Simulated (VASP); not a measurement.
# In in VASP: notebook

In is run at these levels: PBE; tasks: single point.

Program: VASP 6.6.1. These are calculated values, not measurements. Logs are shortened: lines on timing, memory, paths and dates and some standing lists are left out, and cuts for length are marked.

## (1) The cell of the first run

The cell holds a sheet with vacuum, 2 atoms: a = 4.989 Å, b = 4.989 Å, c = 23.800 Å, α = 90.00°, β = 90.00°, γ = 120.00°.

## (2) Single point, PBE

Input file INCAR:

```
PREC = Accurate
ENCUT = 520
EDIFF = 1E-7
ISMEAR = 0
SIGMA = 0.1
LREAL = False
LASPH = True
NELM = 60
ALGO = Normal
ISIF = 2
LWAVE = False
LCHARG = False
LDIPOL = True
IDIPOL = 3
DIPOL = 0.5 0.5 0.294
GGA = PE
NBANDS = 20
```

Input file KPOINTS:

```
Automatic mesh
0
Gamma
  12 12 1
```

Input file POSCAR:

```
In
1.0
    4.9891259299      0.0000000000      0.0000000000
   -2.4945629650      4.3207097980      0.0000000000
    0.0000000000      0.0000000000     23.8000000000
In
2
Direct
    0.6666666667      0.3333333333      0.2941176471
    0.3333333333      0.6666666667      0.2941176471
```

Potentials or basis: VASP PAW PBE potentials, release 64 (In_d).

Command:

```console
$ cat potpaw_PBE.64/In_d/POTCAR > POTCAR
$ mpirun -np 1 vasp_std > vasp.out
```

OUTCAR:

```text
PREC = Accurate
   ENCUT = 520
   EDIFF = 1E-7
   ISMEAR = 0
   LREAL = False
   LASPH = True
   NELM = 60
   ISIF = 2
   GGA = PE

 ion  position               nearest neighbor table
   1  0.667  0.333  0.294-   2 2.88   2 2.88   2 2.88
   2  0.333  0.667  0.294-   1 2.88   1 2.88   1 2.88

  LATTYP: Found a hexagonal cell.
 ALAT       =     4.9891259299
 C/A-ratio  =     4.7703746777

  Lattice vectors:

 A1 = (   4.9891259299,   0.0000000000,   0.0000000000)
 A2 = (  -2.4945629650,   4.3207097980,   0.0000000000)
 A3 = (   0.0000000000,   0.0000000000,  23.8000000000)

Analysis of symmetry for initial positions (statically):
=====================================================================
 Subroutine PRICEL returns:
 Original cell was already a primitive cell.

 Routine SETGRP: Setting up the symmetry group for a
 hexagonal supercell.

 Subroutine GETGRP returns: Found 24 space group operations
 (whereof 12 operations were pure point group operations)
 out of a pool of 24 trial point group operations.

The static configuration has the point symmetry C_6v.
 The point group associated with its full space group is D_6h.

Analysis of symmetry for dynamics (positions and initial velocities):
=====================================================================
 Subroutine PRICEL returns:
 Original cell was already a primitive cell.

 Routine SETGRP: Setting up the symmetry group for a
 hexagonal supercell.

 Subroutine GETGRP returns: Found 24 space group operations
 (whereof 12 operations were pure point group operations)
 out of a pool of 24 trial point group operations.

The dynamic configuration has the point symmetry C_6v.
 The point group associated with its full space group is D_6h.

 Subroutine INISYM returns: Found 24 space group operations
 (whereof 12 operations are pure point group operations),
 and found     1 'primitive' translations

----------------------------------------------------------------------------------------

                                     Primitive cell

  volume of cell :     513.0463

  direct lattice vectors                    reciprocal lattice vectors
     4.989125930  0.000000000  0.000000000     0.200435911  0.115721727  0.000000000
    -2.494562965  4.320709798  0.000000000     0.000000000  0.231443454  0.000000000
     0.000000000  0.000000000 23.800000000     0.000000000  0.000000000  0.042016807

  length of vectors
     4.989125930  4.989125930 23.800000000     0.231443454  0.231443454  0.042016807

  position of ions in fractional coordinates (direct lattice)
     0.666666667  0.333333333  0.294117647
     0.333333333  0.666666667  0.294117647

  ion indices of the primitive-cell ions
   primitive index   ion index
                 1           1
                 2           2

----------------------------------------------------------------------------------------

 KPOINTS: Automatic mesh

Automatic generation of k-mesh.
 Grid dimensions read from file:
 generate k-points for:   12   12    1

 Generating k-lattice:

  Cartesian coordinates                     Fractional coordinates (reciprocal lattice)
     0.016702993  0.009643477  0.000000000     0.083333333  0.000000000  0.000000000
     0.000000000  0.019286955  0.000000000     0.000000000  0.083333333  0.000000000
     0.000000000  0.000000000  0.042016807     0.000000000  0.000000000  1.000000000

  Length of vectors
     0.019286955  0.019286955  0.042016807

  Shift w.r.t. Gamma in fractional coordinates (k-lattice)
     0.000000000  0.000000000  0.000000000

 Subroutine IBZKPT returns following result:
 ===========================================

 Found     19 irreducible k-points:

 Following reciprocal coordinates:
            Coordinates               Weight
  0.000000  0.000000  0.000000      1.000000
  0.083333  0.000000  0.000000      6.000000
  0.166667  0.000000  0.000000      6.000000
  0.250000  0.000000  0.000000      6.000000
  0.333333 -0.000000  0.000000      6.000000
  0.416667  0.000000  0.000000      6.000000
[... 11 lines left out ...]
  0.333333  0.250000  0.000000     12.000000
  0.333333  0.333333  0.000000      2.000000
   k-points           NKPTS =     19   k-points in BZ     NKDIM =     19   number of bands    NBANDS=     20
   number of dos      NEDOS =    301   number of ions     NIONS =      2
   total plane-waves  NPLWV = 288000
   dimension x,y,z NGX =    40 NGY =   40 NGZ =  180
   dimension x,y,z NGXF=    80 NGYF=   80 NGZF=  360
   ions per type =               2
   NGX,Y,Z   is equivalent  to a cutoff of  13.33, 13.33, 12.57 a.u.
   NGXF,Y,Z  is equivalent  to a cutoff of  26.66, 26.66, 25.15 a.u.
 SYSTEM =  unknown system
   PREC   = accura    normal or accurate (medium, high low for compatibility)
   ISTART =      0    job   : 0-new  1-cont  2-samecut
   ICHARG =      2    charge: 1-file 2-atom 10-const
   ISPIN  =      1    spin polarized calculation?
   LNONCOLLINEAR =      F non collinear calculations
   LSORBIT =      F    spin-orbit coupling
   LASPH  =      T    aspherical Exc in radial PAW
   ENCUT  =  520.0 eV  38.22 Ry    6.18 a.u.   9.28  9.28 44.25*2*pi/ulx,y,z
   NELM   =     60;   NELMIN=  2; NELMDL= -5     # of ELM steps
   EDIFF  = 0.1E-06   stopping-criterion for ELM
   LREAL  =      F    real-space projection
   EDIFFG = 0.1E-05   stopping-criterion for IOM
   NSW    =      0    number of steps for IOM
   IBRION =     -1    ionic relax: 0-MD 1-quasi-New 2-CG
   NFREE  =      0    steps in history (QN), initial steepest desc. (CG)
   ISIF   =      2    stress and relaxation
   ISYM   =      2    0-nonsym 1-usesym 2-fastsym
   POTIM  = 0.5000    time-step for ionic-motion
   TEBEG  =    0.0;   TEEND  =   0.0 temperature during run
   PSTRESS=    0.0 pullay stress
   NELECT =      26.0000    total number of electrons
   NUPDOWN=      -1.0000    fix difference up-down
   EMIN   =  10.00;   EMAX   =-10.00  energy-range for DOS
   EFERMI =   0.00;   METHOD = LEGACY
   ISMEAR =     0;   SIGMA  =   0.10  broadening in eV -4-tet -1-fermi 0-gaus
   EFERMI_NEDOS =   21; number of points for ismear=-14 and -15
   IALGO  =     38    algorithm
   IMIX   =      4    mixing-type and parameters
     AMIX     =   0.40;   BMIX     =  1.00
     AMIX_MAG =   1.60;   BMIX_MAG =  1.00
  volume/ion in A,a.u.               =     256.52      1731.10
  Fermi-wavevector in a.u.,A,eV,Ry     =   0.605825  1.144843  4.993662  0.367024
  Thomas-Fermi vector in A             =   1.659692
   LORBIT       =      0    0 simple, 1 ext, 2 COOP (PROOUT), +10 PAW based schemes
   GGA     = PE    functional components
   LHFCALC =     F    Hartree Fock is set to
   AEXX    =    0.0000 exact exchange contribution
   IVDW    =     0    specifies the selected vdW correction
   LEPSILON=     F    determine dielectric tensor
   LRPA    =     F    only Hartree local field effects (RPA)
 non-spin polarized calculation
 Gauss-broadening in eV      SIGMA  =   0.10
  energy-cutoff  :      520.00
  volume of cell :      513.05
 maximum number of plane-waves:     13836
 NGX is ok and might be reduce to    40
   NGX = 19   NGY = 19   NGZ = 89

 dipolmoment           0.000000      0.000000     -0.000000 electrons x Angstroem

 number of electron      26.0000012 magnetization

 dipolmoment           0.000000      0.000000      0.000001 electrons x Angstroem

 Free energy of the ion-electron system (eV)
  ---------------------------------------------------
  ext. energy  EPLUGINS =         0.00000000
  ---------------------------------------------------
  free energy    TOTEN  =        -3.84958817 eV

  energy without entropy =       -3.83979147  energy(sigma->0) =       -3.84468982

 E-fermi :  -2.6880     XC(G=0):  -1.7500

 val. band max:       -2.7973455539   @ k =   0.2500   0.0833   0.0000
 cond. band min:      -2.6872808082   @ k =   0.3333  -0.0000   0.0000
 fundamental gap:      0.1100647457
 Fermi energy:        -2.6880331066

 k-point     1 :       0.0000    0.0000    0.0000
  band No.  band energies     occupation
      1     -17.3828      2.00000
      2     -17.2447      2.00000
      3     -17.2447      2.00000
      4     -17.1872      2.00000
      5     -17.1872      2.00000
      6     -16.9984      2.00000
[... 12 lines left out ...]
     19       1.6056      0.00000
     20       1.6056      0.00000

 k-point     2 :       0.0833    0.0000    0.0000
  band No.  band energies     occupation
      1     -17.3818      2.00000
      2     -17.2465      2.00000
      3     -17.2420      2.00000
      4     -17.2059      2.00000
      5     -17.2059      2.00000
      6     -17.0017      2.00000
[... 12 lines left out ...]
     19       1.5463      0.00000
     20       1.8363      0.00000

 k-point     3 :       0.1667    0.0000    0.0000
  band No.  band energies     occupation
      1     -17.3796      2.00000
      2     -17.2512      2.00000
      3     -17.2465      2.00000
      4     -17.2453      2.00000
      5     -17.2342      2.00000
      6     -17.0114      2.00000
[... 12 lines left out ...]
     19       1.7337      0.00000
     20       1.8240      0.00000

 k-point     4 :       0.2500    0.0000    0.0000
  band No.  band energies     occupation
      1     -17.3791      2.00000
      2     -17.2890      2.00000
      3     -17.2835      2.00000
      4     -17.2573      2.00000
      5     -17.2223      2.00000
      6     -17.0256      2.00000
[... 314 lines left out ...]
 k-point    18 :       0.3333    0.2500    0.0000
  band No.  band energies     occupation
      1     -17.4361      2.00000
      2     -17.3266      2.00000
      3     -17.3227      2.00000
      4     -17.2799      2.00000
      5     -17.1534      2.00000
      6     -17.0988      2.00000
[... 12 lines left out ...]
     19       2.9459      0.00000
     20       3.1766      0.00000

 k-point    19 :       0.3333    0.3333    0.0000
  band No.  band energies     occupation
      1     -17.4429      2.00000
      2     -17.3242      2.00000
      3     -17.3242      2.00000
      4     -17.2819      2.00000
      5     -17.1261      2.00000
      6     -17.1261      2.00000
[... 12 lines left out ...]
     19       2.9859      0.00000
     20       2.9859      0.00000

------------------------ aborting loop because EDIFF is reached ----------------------------------------

 vacuum level on the upper side and lower side of the slab       (xc-potential included)        -0.008        -0.008

  FORCE on cell =-STRESS in cart. coord.  units (eV):
  Direction    XX          YY          ZZ          XY          YZ          ZX
  --------------------------------------------------------------------------------------
  -------------------------------------------------------------------------------------
  Total        0.1812165      0.1812165     -0.0222701     -0.0000000      0.0000000      0.0000000
  in kB        0.5659157      0.5659157     -0.0695467     -0.0000000      0.0000000      0.0000000
  external PRESSURE =       0.3540949 kB  Pullay stress =       0.0000000 kB

 VOLUME and BASIS-vectors are now :
 -----------------------------------------------------------------------------
  energy-cutoff  :      520.00
  volume of cell :      513.05
      direct lattice vectors                 reciprocal lattice vectors
     4.989125930  0.000000000  0.000000000     0.200435911  0.115721727  0.000000000
    -2.494562965  4.320709798  0.000000000     0.000000000  0.231443454  0.000000000
     0.000000000  0.000000000 23.800000000     0.000000000  0.000000000  0.042016807

 POSITION                                       TOTAL-FORCE (eV/Angst)
 -----------------------------------------------------------------------------------
      2.49456      1.44024      7.00000         0.000000      0.000000     -0.000000
     -0.00000      2.88047      7.00000        -0.000000      0.000000      0.000000
 -----------------------------------------------------------------------------------
    total drift:                               -0.000000     -0.000000      0.000025

  FREE ENERGIE OF THE ION-ELECTRON SYSTEM (eV)
  ---------------------------------------------------
  free  energy   TOTEN  =        -3.8495881743 eV

  energy  without entropy=       -3.8397914668  energy(sigma->0) =       -3.84468982

 vacuum level on the upper side and lower side of the slab         1.143         1.144
```

Wall time 4.6 min (1 thread of AMD EPYC 7R13 (Zen 3), shared host); peak memory 0.61 GiB.

What came out:

```
Free energy            : -3.8496 eV
Band gap on the k mesh : zero (band 13 reaches -2.21 eV, above the bottom of band 14 at -2.68 eV)
```

Levels at points of the mesh, in eV from the Fermi level:
| k point | band 10 | band 11 | band 12 | band 13 | band 14 | band 15 | band 16 | band 17 |
| --- | --- | --- | --- | --- | --- | --- | --- | --- |
| (0.00, 0.00, 0.00) | -14.26 | -6.96 | -0.64 | 0.47 | 1.00 | 1.00 | 3.07 | 3.72 |
| (0.50, 0.00, 0.00) | -14.05 | -5.53 | -4.19 | -0.23 | 0.82 | 2.01 | 2.10 | 4.98 |

Caveat: spin-orbit coupling is left out, which moves the levels of the heavy elements.

## (3) Single point, PBE

This run uses another cell than the first one, of 259.23 Å³/atom, 1.011 times its volume.

INCAR: that of step 2 with these lines changed.

```diff
@@ -2,3 +2,3 @@
 ENCUT = 520
-EDIFF = 1E-7
+EDIFF = 1E-6
 ISMEAR = 0
@@ -7,3 +7,3 @@
 LASPH = True
-NELM = 60
+NELM = 100
 ALGO = Normal
```

KPOINTS is that of step 2.

Input file POSCAR:

```
In
1.0
    5.0153650765      0.0000000000      0.0000000000
   -2.5076825383      4.3434335654      0.0000000000
    0.0000000000      0.0000000000     23.8000000000
In
2
Direct
    0.6666666667      0.3333333333      0.2941176471
    0.3333333333      0.6666666667      0.2941176471
```

Potentials or basis: VASP PAW PBE potentials, release 64 (In_d).

Command:

```console
$ cat potpaw_PBE.64/In_d/POTCAR > POTCAR
$ mpirun -np 1 vasp_std > vasp.out
```

Wall time 4.8 min (1 thread of AMD EPYC 7R13 (Zen 3), shared host); peak memory 0.66 GiB.

The run converged. Its results:

- Free energy: -3.8507 eV
- Band gap on the k mesh: zero (band 13 reaches -2.32 eV, above the bottom of band 14 at -2.67 eV)

Levels at points of the mesh, in eV from the Fermi level:
```tsv
k point	band 11	band 12	band 13	band 14	band 15	band 16
(0.00, 0.00, 0.00)	-6.93	-0.62	0.36	0.97	0.97	3.06
(0.50, 0.00, 0.00)	-5.52	-4.19	-0.23	0.82	1.96	2.08
```

Caveat: spin-orbit coupling is left out, which moves the levels of the heavy elements.
